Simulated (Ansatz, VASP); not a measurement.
LuMnIn in VASP and in Ansatz

INCAR

```
SYSTEM = LuMnIn
  PREC = Accurate
  ENCUT = 520
  EDIFF = 1E-7
  ISMEAR = -1
  SIGMA = 0.15
  LREAL = .False.
  LASPH = .True.
  NELM = 150
  ALGO = Normal
  ISIF = 2
  LWAVE = .False.
  LCHARG = .False.
  ISPIN = 2
  MAGMOM = 0 2.8 0
  LORBIT = 11
  LMAXMIX = 4
  GGA = PE
  NBANDS = 36
```

The input KPOINTS:

```
regular mesh
0
Gamma
  7 7 9
  0 0 0
```

POSCAR

```
LuMnIn
1.0
    4.6508115054      0.0000000000      0.0000000000
   -2.3254057527      4.0277206306      0.0000000000
    0.0000000000      0.0000000000      3.3391755556
Lu Mn In
1 1 1
Direct
    0.0000000000      0.0000000000      0.0000000000
    0.3333333333      0.6666666667      0.5000000000
    0.6666666667      0.3333333333      0.5000000000
```

Input for Ansatz:

```yaml
crystal:
  lattice:
    - [4.65081150543047, 0.0, 0.0]
    - [-2.325405752715235, 4.02772063055407, 0.0]
    - [0.0, 0.0, 3.339175555633017]
  atoms:
    - { symbol: Lu, position: [0.0, 0.0, 0.0] }
    - { symbol: Mn, position: [0.3333333333333333, 0.6666666666666666, 0.5], spin: 2.8 }
    - { symbol: In, position: [0.6666666666666666, 0.3333333333333333, 0.5] }
basis:
  ecutwfc: 500.0
kpoints:
  mp_grid:
    grid: [7, 7, 9]
magnetization:
  spin_polarized: true
scf:
  convergence:
    dr2_threshold: 1.0e-10
  occupations:
    method: fermi_dirac
    width: 0.15
```

Alike in both runs: task single point; functional PBE; k mesh 7 × 7 × 9; occupations fermi-dirac, width 0.15 eV; collinear spin.

```csv
,VASP,Ansatz
version,VASP 6.6.1,Ansatz 0.2.0
potentials or method,"VASP PAW PBE potentials, release 64 (Lu, Mn_pv, In_d), cutoff 520 eV","plane waves, PAW"
valence electrons in the cell,51,53
```

|  | VASP | Ansatz | Ansatz less VASP |
| --- | --- | --- | --- |
| net moment per atom (μB) | 1.13 | 1.13 | +0.001 |
| size of the moment on the site where the two differ most (μB) | 0.03 | 0.02 | -0.016 |

Site moments also hang on the region over which each program counts them. VASP's potentials hold 51 valence electrons a cell and Ansatz's 53, so a difference there can come from the potentials and not from the codes.

Neither program's run includes spin-orbit coupling.
